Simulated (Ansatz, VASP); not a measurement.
Pd in VASP and in Ansatz

INCAR

```
SYSTEM = Pd
PREC = Accurate ; ENCUT = 520
EDIFF = 1E-6 ; ISMEAR = -1
SIGMA = 0.1 ; LREAL = .FALSE.
LASPH = .TRUE. ; NELM = 60
ALGO = Normal ; ISIF = 2
LWAVE = .FALSE. ; LCHARG = .TRUE.
GGA = RE ; LELF = .TRUE.
LVHAR = .TRUE. ; NBANDS = 22
```

KPOINTS

```
regular mesh
0
G
  9 9 13
  0 0 0
```

The input POSCAR:

```
Pd
1.0
    4.3461229257      0.0000000000      0.0000000000
   -2.1730614629      3.7638528616      0.0000000000
    0.0000000000      0.0000000000      2.5864752232
Pd
3
Direct
    0.0000000000      0.0000000000      1.0000000000
    0.3333333333      0.6666666667      0.5000000000
    0.6666666667      0.3333333333      0.5000000000
```

Input for Ansatz:

```yaml
crystal:
  lattice:
    - [4.3461229257, 0.0, 0.0]
    - [-2.1730614629, 3.7638528616, 0.0]
    - [0.0, 0.0, 2.5864752232]
  atoms:
    - { symbol: Pd, position: [0.0, 0.0, 1.0] }
    - { symbol: Pd, position: [0.3333333333, 0.6666666667, 0.5] }
    - { symbol: Pd, position: [0.6666666667, 0.3333333333, 0.5] }
hamiltonian:
  xc: revpbe
  pseudopotentials:
    kind: paw
    azcp:
      Pd: "pseudopotentials/Pd.paw.azcp"
basis:
  ecutwfc: 420
  fft_grid_basis: typed
kpoints:
  mp_grid: { grid: [9, 9, 13], shift: [0, 0, 0] }
magnetization:
  spin_polarized: false
scf:
  occupations: { method: fermi_dirac, width: 0.1 }
  lower_state_search: "off"
output:
  stress: true
  write_density: true
  write_potential: true
  elf: true
  volumetric_format: npy
```

Alike in both runs: task single point; functional revPBE; k mesh 9 × 9 × 13; occupations fermi-dirac, width 0.1 eV; no spin polarisation.

|  | VASP | Ansatz |
| --- | --- | --- |
| version | VASP 6.6.1 | Ansatz 0.2.0 |
| potentials or method | VASP PAW PBE potentials, release 64 (Pd), cutoff 520 eV | plane waves (420 eV) with PAW, scalar-relativistic |
| valence electrons in the cell | 30 | 54 |

```csv
,VASP,Ansatz,Ansatz less VASP
pressure (GPa),25.9,26.4,+0.50
"traceless stress, the component that is largest in VASP (GPa)",0.17,0.13,-0.032
```

VASP's potentials were made for PBE, not for revPBE. VASP's potentials hold 30 valence electrons a cell and Ansatz's 54, so a difference there can come from the potentials and not from the codes.
